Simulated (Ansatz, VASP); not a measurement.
## One calculation of Zn8O7, two programs

```
Zn O
1.0
     0.00000    0.00000    5.29323
     6.55878    0.00000    0.00000
    -3.27939    5.68007    0.00000
Zn O
8 7
Cartesian
  1.6397 0.9467 2.8864
  -0.0071 3.7826 2.6265
  4.9191 0.9549 2.6265
  3.2865 3.7826 2.6265
  0.1092 1.8303 -0.0331
  -1.6397 4.8595 -0.0331
  3.1702 1.8303 -0.0331
  1.6397 4.7334 -0.0167
  -0.0197 3.7753 4.6578
  4.9191 0.9695 4.6578
  3.2991 3.7753 4.6578
  0.0436 1.8682 1.9991
  -1.6397 4.7837 1.9991
  3.2358 1.8682 1.9991
  1.6397 4.7334 2.0004
```

Change from the starting cell: O vacancy (site b), charge +0, atoms relaxed at the host's cell.

Alike in both runs: functional PBE; k mesh 4 × 4 × 4; occupations gaussian, width 0.01 eV; no spin polarisation.

Ansatz relaxed the structure, and its values are those at the end. VASP's run is a single point on that final structure, the one shown.

|  | VASP | Ansatz |
| --- | --- | --- |
| version | VASP 6.6.1 | Ansatz 0.2.0 |
| potentials or method | VASP PAW PBE potentials, release 64 (Zn, O), cutoff 520 eV | scalar-relativistic, plane waves, PAW |
| valence electrons in the cell | 138 | 138 |

VASP gave:

- gap on the k mesh at the Fermi level (eV): 1.48
- least direct gap on the mesh (eV): 1.63
- rms of the force components (eV/Å): 0.015

Task: What did Ansatz give for the same quantities?

Result: gap on the k mesh at the Fermi level (eV): 1.48; least direct gap on the mesh (eV): 1.63; rms of the force components (eV/Å): 0.003.
